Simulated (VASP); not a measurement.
Runs of VASP 6.6.1 on Mo. The structure is that of space group I4/mmm (No. 139), or close to it. The cells are those of the table. 

| cell | further INCAR settings | gap on the mesh (eV) | pressure (GPa) |
| --- | --- | --- | --- |
| a = 2.578 Å, angles 111.8, 111.8, 104.9°, 1 atom | ALGO = Fast; EDIFF = 1e-06; NBANDS = 13 | none | 61.5 |
| a = 2.617 Å, angles 112.9, 112.9, 102.7°, 1 atom | ALGO = Fast; EDIFF = 1e-07; NBANDS = 13 | none | (a) |
| a = 2.650 Å, angles 107.3, 107.3, 113.9°, 1 atom | ALGO = Fast; EDIFF = 1e-07; NBANDS = 13 | none | 25.0 |
| a = 2.687 Å, angles 111.7, 111.7, 105.1°, 1 atom | ALGO = Fast; EDIFF = 1e-06; NBANDS = 13 | none | 10.6 |
| a = 2.656 Å, angles 114.1, 114.1, 100.6°, 1 atom | ALGO = Fast; EDIFF = 1e-07; NBANDS = 13 | none | (b) |

Alike in all rows: task single point; level PBEsol; potentials or basis VASP PAW PBE potentials, release 64 (Mo_sv); no spin polarisation; k mesh 22 × 22 × 22; cutoff (eV) 520; smearing gaussian 0.15 eV.

Fill in the values left out.

(a) 43.8; (b) 29.1.

Caveats: the PAW data sets were made with another functional, which shifts forces and pressure a little; the stress differs along the axes, from 40 to 72 GPa (at least some runs); the stress differs along the axes, from 18 to 57 GPa (at least some runs); the stress differs along the axes, from 15 to 45 GPa (at least some runs); the stress differs along the axes, from -6 to 19 GPa (at least some runs); the stress differs along the axes, from 4 to 42 GPa (at least some runs).

A k mesh can miss the band edges, and the runs leave out spin-orbit coupling on Mo.

A gap of «none» marks levels without a gap at the run's occupations.
